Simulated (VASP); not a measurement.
# KMgF3 in VASP: a series of runs

Aim: see how the results for KMgF3 move with the level of theory and the settings. Levels: PBE, r2SCAN. Tasks: single point.

Everything below comes from runs of VASP 6.6.1. Logs are shortened: lines on timing, memory, paths and dates and some standing lists are left out, and cuts for length are marked.

**1. The cell of the first run**

Symmetry: Cmmm, No. 65, orthorhombic system. The conventional cell has a = 5.601 Å, b = 5.657 Å, c = 3.980 Å, α = 90.00°, β = 90.00°, γ = 90.00°. Within 3.7 Å of K (site symmetry mmm) lie 12 F at 2.80 to 2.83 Å and 8 Mg at 3.44 to 3.46 Å. Within 2.6 Å of Mg (site symmetry mmm) lie 6 F at 1.99 Å. F (site symmetry mmm) has 2 Mg at 1.99 Å within 2.6 Å. Within 2.6 Å of F (site symmetry 2/m) lie 2 Mg at 1.99 Å.

**2. Single point, PBE (shear xy strain +1.0%)**

The input, INCAR:

```
SYSTEM = KMgF3
PREC     = Accurate       ! precision mode
ENCUT    = 520            ! plane-wave cutoff, eV
EDIFF    = 1E-6           ! SCF threshold, eV
ISMEAR   = -1             ! smearing method
SIGMA    = 0.02           ! smearing width, eV
LREAL    = .False.        ! projectors in reciprocal space
LASPH    = .True.         ! aspherical terms in the spheres
NELM     = 100            ! most SCF steps
ALGO     = Normal         ! electronic algorithm
ISIF     = 2              ! what is computed and relaxed
LWAVE    = .False.        ! write WAVECAR
LCHARG   = .False.        ! write CHGCAR
GGA      = PE             ! functional
NBANDS   = 24             ! bands
```

The input, KPOINTS:

```
regular mesh
0
Gamma
  6 6 6
  0 0 0
```

The input, POSCAR:

```
KMgF3
1.0
    3.9802385405      0.0199011927      0.0000000000
    0.0199011927      3.9802385405      0.0000000000
    0.0000000000      0.0000000000      3.9802385405
K Mg F
1 1 3
Direct
    0.0000000000      0.0000000000      0.0000000000
    0.5000000000      0.5000000000      0.5000000000
    0.5000000000      0.5000000000      0.0000000000
    0.5000000000      0.0000000000      0.5000000000
    0.0000000000      0.5000000000      0.5000000000
```

Potentials or basis: VASP PAW PBE potentials, release 64 (K_sv, Mg, F).

Launch:

```console
$ cat potpaw_PBE.64/K_sv/POTCAR potpaw_PBE.64/Mg/POTCAR potpaw_PBE.64/F/POTCAR > POTCAR
$ mpirun -np 1 vasp_std > vasp.out
```

OUTCAR:

```text
SYSTEM = KMgF3
   PREC = Accurate
   ENCUT = 520
   EDIFF = 1E-6
   ISMEAR = -1
   LREAL = .False.
   LASPH = .True.
   NELM = 100
   ISIF = 2
   GGA = PE

 ion  position               nearest neighbor table
   1  0.000  0.000  0.000-   3 2.80   3 2.80   4 2.81   5 2.81   4 2.81   5 2.81   5 2.81   5 2.81
                             4 2.81   4 2.81   3 2.83   3 2.83   2 3.44   2 3.44   2 3.44   2 3.44
   2  0.500  0.500  0.500-   3 1.99   3 1.99   5 1.99   4 1.99   4 1.99   5 1.99   1 3.44   1 3.44
                             1 3.44   1 3.44   1 3.46   1 3.46   1 3.46   1 3.46
   3  0.500  0.500  0.000-   2 1.99   2 1.99   1 2.80   1 2.80   1 2.83   1 2.83
   4  0.500  0.000  0.500-   2 1.99   2 1.99   1 2.81   1 2.81   1 2.81   1 2.81
   5  0.000  0.500  0.500-   2 1.99   2 1.99   1 2.81   1 2.81   1 2.81   1 2.81

  LATTYP: Found a base centered orthorhombic cell.
 ALAT       =     5.6007627888
 B/A-ratio  =     1.0100502513
 C/A-ratio  =     0.7106600816

  Lattice vectors:

 A1 = (  -0.0199011927,  -3.9802385405,   0.0000000000)
 A2 = (   3.9802385405,   0.0199011927,   0.0000000000)
 A3 = (   0.0000000000,   0.0000000000,   3.9802385405)

Analysis of symmetry for initial positions (statically):
=====================================================================
 Subroutine PRICEL returns:
 Original cell was already a primitive cell.

 Routine SETGRP: Setting up the symmetry group for a
 base centered orthorhombic supercell.

 Subroutine GETGRP returns: Found  8 space group operations
 (whereof  8 operations were pure point group operations)
 out of a pool of  8 trial point group operations.

The static configuration has the point symmetry D_2h.

Analysis of symmetry for dynamics (positions and initial velocities):
=====================================================================
 Subroutine PRICEL returns:
 Original cell was already a primitive cell.

 Routine SETGRP: Setting up the symmetry group for a
 base centered orthorhombic supercell.

 Subroutine GETGRP returns: Found  8 space group operations
 (whereof  8 operations were pure point group operations)
 out of a pool of  8 trial point group operations.

The dynamic configuration has the point symmetry D_2h.

 Subroutine INISYM returns: Found  8 space group operations
 (whereof  8 operations are pure point group operations),
 and found     1 'primitive' translations

----------------------------------------------------------------------------------------

                                     Primitive cell

  volume of cell :      63.0546

  direct lattice vectors                    reciprocal lattice vectors
     3.980238540  0.019901193  0.000000000     0.251247505 -0.001256238  0.000000000
     0.019901193  3.980238540  0.000000000    -0.001256238  0.251247505  0.000000000
     0.000000000  0.000000000  3.980238540     0.000000000  0.000000000  0.251241223

  length of vectors
     3.980288293  3.980288293  3.980238540     0.251250645  0.251250645  0.251241223

  position of ions in fractional coordinates (direct lattice)
     0.000000000  0.000000000  0.000000000
     0.500000000  0.500000000  0.500000000
     0.500000000  0.500000000  0.000000000
     0.500000000  0.000000000  0.500000000
     0.000000000  0.500000000  0.500000000

  ion indices of the primitive-cell ions
   primitive index   ion index
                 1           1
                 2           2
                 3           3
                 4           4
                 5           5

----------------------------------------------------------------------------------------

 KPOINTS: regular mesh

Automatic generation of k-mesh.
 Grid dimensions read from file:
 generate k-points for:    6    6    6

 Generating k-lattice:

  Cartesian coordinates                     Fractional coordinates (reciprocal lattice)
     0.041874584 -0.000209373  0.000000000     0.166666667  0.000000000  0.000000000
    -0.000209373  0.041874584  0.000000000     0.000000000  0.166666667  0.000000000
     0.000000000  0.000000000  0.041873537     0.000000000  0.000000000  0.166666667

  Length of vectors
     0.041875108  0.041875108  0.041873537

  Shift w.r.t. Gamma in fractional coordinates (k-lattice)
     0.000000000  0.000000000  0.000000000

 Subroutine IBZKPT returns following result:
 ===========================================

 Found     52 irreducible k-points:

 Following reciprocal coordinates:
            Coordinates               Weight
  0.000000  0.000000  0.000000      1.000000
  0.166667 -0.000000  0.000000      4.000000
  0.333333  0.000000  0.000000      4.000000
  0.500000 -0.000000  0.000000      2.000000
  0.166667  0.166667  0.000000      2.000000
  0.333333  0.166667  0.000000      4.000000
[... 16 lines left out ...]
  0.333333  0.333333  0.166667      4.000000
  0.500000  0.333333  0.166667      8.000000
 [... further k-points ...]
   k-points           NKPTS =     52   k-points in BZ     NKDIM =     52   number of bands    NBANDS=     24
   number of dos      NEDOS =    301   number of ions     NIONS =      5
   total plane-waves  NPLWV =  27000
   dimension x,y,z NGX =    30 NGY =   30 NGZ =   30
   dimension x,y,z NGXF=    60 NGYF=   60 NGZF=   60
   ions per type =               1   1   3
   NGX,Y,Z   is equivalent  to a cutoff of  12.53, 12.53, 12.53 a.u.
   NGXF,Y,Z  is equivalent  to a cutoff of  25.06, 25.06, 25.06 a.u.
 SYSTEM =  KMgF3
   PREC   = accura    normal or accurate (medium, high low for compatibility)
   ISTART =      0    job   : 0-new  1-cont  2-samecut
   ICHARG =      2    charge: 1-file 2-atom 10-const
   ISPIN  =      1    spin polarized calculation?
   LNONCOLLINEAR =      F non collinear calculations
   LSORBIT =      F    spin-orbit coupling
   LASPH  =      T    aspherical Exc in radial PAW
   ENCUT  =  520.0 eV  38.22 Ry    6.18 a.u.   7.40  7.40  7.40*2*pi/ulx,y,z
   NELM   =    100;   NELMIN=  2; NELMDL= -5     # of ELM steps
   EDIFF  = 0.1E-05   stopping-criterion for ELM
   LREAL  =      F    real-space projection
   EDIFFG = 0.1E-04   stopping-criterion for IOM
   NSW    =      0    number of steps for IOM
   IBRION =     -1    ionic relax: 0-MD 1-quasi-New 2-CG
   NFREE  =      0    steps in history (QN), initial steepest desc. (CG)
   ISIF   =      2    stress and relaxation
   ISYM   =      2    0-nonsym 1-usesym 2-fastsym
   POTIM  = 0.5000    time-step for ionic-motion
   TEBEG  =    0.0;   TEEND  =   0.0 temperature during run
   PSTRESS=    0.0 pullay stress
   NELECT =      32.0000    total number of electrons
   NUPDOWN=      -1.0000    fix difference up-down
   EMIN   =  10.00;   EMAX   =-10.00  energy-range for DOS
   EFERMI =   0.00;   METHOD = LEGACY
   ISMEAR =    -1;   SIGMA  =   0.02  broadening in eV -4-tet -1-fermi 0-gaus
   EFERMI_NEDOS =   21; number of points for ismear=-14 and -15
   IALGO  =     38    algorithm
   IMIX   =      4    mixing-type and parameters
     AMIX     =   0.40;   BMIX     =  1.00
     AMIX_MAG =   1.60;   BMIX_MAG =  1.00
  volume/ion in A,a.u.               =      12.61        85.10
  Fermi-wavevector in a.u.,A,eV,Ry     =   1.305828  2.467657 23.200478  1.705187
  Thomas-Fermi vector in A             =   2.436671
   LORBIT       =      0    0 simple, 1 ext, 2 COOP (PROOUT), +10 PAW based schemes
   GGA     = PE    functional components
   LHFCALC =     F    Hartree Fock is set to
   AEXX    =    0.0000 exact exchange contribution
   IVDW    =     0    specifies the selected vdW correction
   LEPSILON=     F    determine dielectric tensor
   LRPA    =     F    only Hartree local field effects (RPA)
 non-spin polarized calculation
  energy-cutoff  :      520.00
  volume of cell :       63.05
 maximum number of plane-waves:      1743
 NGX is ok and might be reduce to    30
   NGX = 15   NGY = 15   NGZ = 15

 number of electron      31.9999958 magnetization

 Free energy of the ion-electron system (eV)
  ---------------------------------------------------
  ext. energy  EPLUGINS =         0.00000000
  ---------------------------------------------------
  free energy    TOTEN  =       -24.40705682 eV

  energy without entropy =      -24.40705682  energy(sigma->0) =      -24.40705682

 E-fermi :  -1.0818     XC(G=0):  -9.7054

 val. band max:       -1.5761751654   @ k =   0.5000   0.5000   0.5000
 cond. band min:       5.7576523976   @ k =   0.0000   0.0000   0.0000
 fundamental gap:      7.3338275629
 Fermi energy:        -1.0817976478

 k-point     1 :       0.0000    0.0000    0.0000
  band No.  band energies     occupation
      1     -27.2246      2.00000
      2     -21.7096      2.00000
      3     -21.0507      2.00000
      4     -21.0500      2.00000
      5     -10.7225      2.00000
      6     -10.7175      2.00000
[... 16 lines left out ...]
     23      12.4866      0.00000
     24      15.3605      0.00000

 k-point     2 :       0.1667   -0.0000    0.0000
  band No.  band energies     occupation
      1     -27.2174      2.00000
      2     -21.6794      2.00000
      3     -21.0872      2.00000
      4     -21.0477      2.00000
      5     -10.7146      2.00000
      6     -10.7035      2.00000
[... 16 lines left out ...]
     23      12.4814      0.00000
     24      15.2531      0.00000

 k-point     3 :       0.3333    0.0000    0.0000
  band No.  band energies     occupation
      1     -27.2028      2.00000
      2     -21.6052      2.00000
      3     -21.1757      2.00000
      4     -21.0433      2.00000
      5     -10.7054      2.00000
      6     -10.6751      2.00000
[... 16 lines left out ...]
     23      12.4265      0.00000
     24      14.8501      0.00000
[... 514 lines left out ...]
 k-point    23 :       0.3333    0.3333    0.1667
  band No.  band energies     occupation
      1     -27.1815      2.00000
      2     -21.4530      2.00000
      3     -21.1932      2.00000
      4     -21.1461      2.00000
      5     -10.7937      2.00000
      6     -10.7614      2.00000
[... 16 lines left out ...]
     23      13.0451      0.00000
     24      13.6232      0.00000

 k-point    24 :       0.5000    0.3333    0.1667
  band No.  band energies     occupation
      1     -27.1761      2.00000
      2     -21.3817      2.00000
      3     -21.2467      2.00000
      4     -21.1562      2.00000
      5     -10.7976      2.00000
      6     -10.7874      2.00000
[... 16 lines left out ...]
     23      12.7302      0.00000
     24      13.7451      0.00000

 [... further k-points ...]

------------------------ aborting loop because EDIFF is reached ----------------------------------------

  FORCE on cell =-STRESS in cart. coord.  units (eV):
  Direction    XX          YY          ZZ          XY          YZ          ZX
  --------------------------------------------------------------------------------------
  -------------------------------------------------------------------------------------
  Total        1.4638811      1.4638811      1.4624924     -0.1925010      0.0000000      0.0000000
  in kB       37.1963161     37.1963161     37.1610314     -4.8913329      0.0000000      0.0000000
  external PRESSURE =      37.1845545 kB  Pullay stress =       0.0000000 kB

 VOLUME and BASIS-vectors are now :
 -----------------------------------------------------------------------------
  energy-cutoff  :      520.00
  volume of cell :       63.05
      direct lattice vectors                 reciprocal lattice vectors
     3.980238540  0.019901193  0.000000000     0.251247505 -0.001256238  0.000000000
     0.019901193  3.980238540  0.000000000    -0.001256238  0.251247505  0.000000000
     0.000000000  0.000000000  3.980238540     0.000000000  0.000000000  0.251241223

 POSITION                                       TOTAL-FORCE (eV/Angst)
 -----------------------------------------------------------------------------------
      0.00000      0.00000      0.00000         0.000000     -0.000000      0.000000
      2.00007      2.00007      1.99012         0.000000     -0.000000      0.000000
      2.00007      2.00007      0.00000        -0.000000     -0.000000      0.000000
      1.99012      0.00995      1.99012         0.000000      0.000000      0.000000
      0.00995      1.99012      1.99012         0.000000     -0.000000      0.000000
 -----------------------------------------------------------------------------------
    total drift:                                0.000000      0.000000     -0.000000

  FREE ENERGIE OF THE ION-ELECTRON SYSTEM (eV)
  ---------------------------------------------------
  free  energy   TOTEN  =       -24.4070568159 eV

  energy  without entropy=      -24.4070568159  energy(sigma->0) =      -24.40705682
```

It took 28 s on 1 thread of Intel Xeon 6975P-C (Granite Rapids), shared host; peak memory 0.21 GiB.

Results:

```yaml
Free_energy: -24.4071 eV
Pressure: 3.7 GPa
Band_gap_on_the_k_mesh: 7.33 eV, indirect (least direct gap 7.64 eV)
```

Caveat: the cell differs from its parent crystal (shear xy strain +1.0%). A k mesh can miss the band edges.

**3. Single point, r2SCAN (uniaxial z strain -0.5%)**

POSCAR, as its differences from that of step 2:

```diff
@@ -2,5 +2,5 @@
 1.0
-    3.9802385405      0.0199011927      0.0000000000
-    0.0199011927      3.9802385405      0.0000000000
-    0.0000000000      0.0000000000      3.9802385405
+    3.9802385405      0.0000000000      0.0000000000
+    0.0000000000      3.9802385405      0.0000000000
+    0.0000000000      0.0000000000      3.9603373478
 K Mg F
```

The input, INCAR.step1:

```
ALGO = Normal
EDIFF = 1E-4
ENCUT = 520
GGA = PE
ISMEAR = 0
LASPH = True
LCHARG = False
LREAL = False
LWAVE = True
NBANDS = 24
NELM = 100
PREC = Accurate
SIGMA = 0.01
```

The input, INCAR.step2:

```
ALGO = Normal
EDIFF = 1E-6
ENCUT = 520
ISIF = 2
ISMEAR = 0
ISTART = 1
LASPH = True
LCHARG = False
LMIXTAU = True
LREAL = False
LWAVE = False
METAGGA = R2SCAN
NBANDS = 24
NELM = 100
PREC = Accurate
SIGMA = 0.01
```

The input, KPOINTS:

```
k-points
0
Gamma
  6 6 6
```

Potentials or basis: VASP PAW PBE potentials, release 64 (K_sv, Mg, F).

Launch:

```console
$ cat potpaw_PBE.64/K_sv/POTCAR potpaw_PBE.64/Mg/POTCAR potpaw_PBE.64/F/POTCAR > POTCAR
$ cp INCAR.step1 INCAR
$ mpirun -np 1 vasp_std > vasp.out
$ cp INCAR.step2 INCAR
$ mpirun -np 1 vasp_std > vasp.out
```

Wall time 89 s (1 thread of Intel Xeon 6975P-C (Granite Rapids), shared host); peak memory 0.21 GiB.

Results (log left out):

```
Free energy            : -37.4154 eV
Pressure               : -0.2 GPa
Band gap on the k mesh : 8.32 eV, indirect (least direct gap 8.64 eV)
```

Stress tensor (GPa, compression positive):
```
-0.37  0.00  0.00
 0.00 -0.37  0.00
 0.00  0.00  0.18
```

Levels at points of the mesh, in eV from the valence-band top:
```csv
k point,band 14,band 15,band 16,band 17,band 18,band 19
"(0.00, 0.00, 0.00)",-0.32,-0.32,-0.32,8.32,10.84,10.86
"(0.50, 0.00, 0.00)",-0.87,-0.54,-0.54,11.06,11.56,11.91
"(0.50, 0.50, 0.00)",-0.92,-0.92,-0.03,11.92,12.58,13.74
"(0.00, 0.00, 0.50)",-0.88,-0.54,-0.54,11.08,11.57,11.95
"(0.50, 0.00, 0.50)",-0.90,-0.90,-0.02,11.93,12.61,13.75
"(0.50, 0.50, 0.50)",0.00,0.00,0.00,11.41,11.41,11.41
```

Caveat: the cell differs from its parent crystal (uniaxial z strain -0.5%); the PAW data sets were made with another functional, which shifts forces and pressure a little.

[end of part 1 of 2]
